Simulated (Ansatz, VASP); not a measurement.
# One calculation of Zr4Cl, two programs

File INCAR:

```
SYSTEM = Zr4Cl
PREC = Accurate
ENCUT = 600
EDIFF = 1E-7
ISMEAR = 0
SIGMA = 0.1
LREAL = .False.
LASPH = .True.
NELM = 60
ALGO = Fast
ISIF = 3
LWAVE = .False.
LCHARG = .False.
GGA = PE
IBRION = 2
NSW = 100
EDIFFG = -0.01
```

Contents of KPOINTS:

```
regular mesh
0
Gamma
  8 8 8
  0 0 0
```

POSCAR

```
Zr4Cl
1.0
    4.8288199961      0.0000000000      0.0000000000
    0.0000000000      4.8288199961      0.0000000000
    0.0000000000      0.0000000000      4.8288199961
Zr Cl
4 1
Direct
    0.5000000000      0.0000000000      0.0000000000
    0.0000000000      0.5000000000      0.0000000000
    0.0000000000      0.0000000000      0.5000000000
    0.5000000000      0.5000000000      0.5000000000
    0.0000000000      0.0000000000      0.0000000000
```

Input for Ansatz:

```yaml
crystal:
  lattice:
    - [4.8288199961, 0.0, 0.0]
    - [0.0, 4.8288199961, 0.0]
    - [0.0, 0.0, 4.8288199961]
  atoms:
    - { symbol: Zr, position: [0.5, 0.0, 0.0] }
    - { symbol: Zr, position: [0.0, 0.5, 0.0] }
    - { symbol: Zr, position: [0.0, 0.0, 0.5] }
    - { symbol: Zr, position: [0.5, 0.5, 0.5] }
    - { symbol: Cl, position: [0.0, 0.0, 0.0] }
basis:
  ecutwfc: 420
kpoints:
  mp_grid: { grid: [8, 8, 8] }
hamiltonian:
  xc: pbe
scf:
  occupations: { method: gaussian, width: 0.1 }
output:
  forces: true
  stress: true
  eigenvalues: true
relax:
  adjacent_minimum: "off"
  f_tol: 0.01
  max_steps: 80
  cell: { stress_tol: 0.05 }
```

Alike in both runs: task relaxation of cell and atoms; functional PBE; k mesh 8 × 8 × 8; occupations gaussian, width 0.1 eV; no spin polarisation.

|  | VASP | Ansatz |
| --- | --- | --- |
| version | VASP 6.6.1 | Ansatz 0.2.0 |
| potentials or method | VASP PAW PBE potentials, release 64 (Zr_sv, Cl), cutoff 600 eV | scalar-relativistic, plane waves, PAW |
| valence electrons in the cell | 55 | 55 |

```csv
,VASP,Ansatz,Ansatz less VASP
"gap on the k mesh at the Fermi level, each at its own relaxed structure (eV)",none,none,-
relaxed volume (Å³/atom),22.57,22.54,-0.030
relaxed length of the cell vector where the two differ most in proportion (Å),4.833,4.831,-0.0021
```

A gap of «none» marks a metal or a gap that the smearing closes.
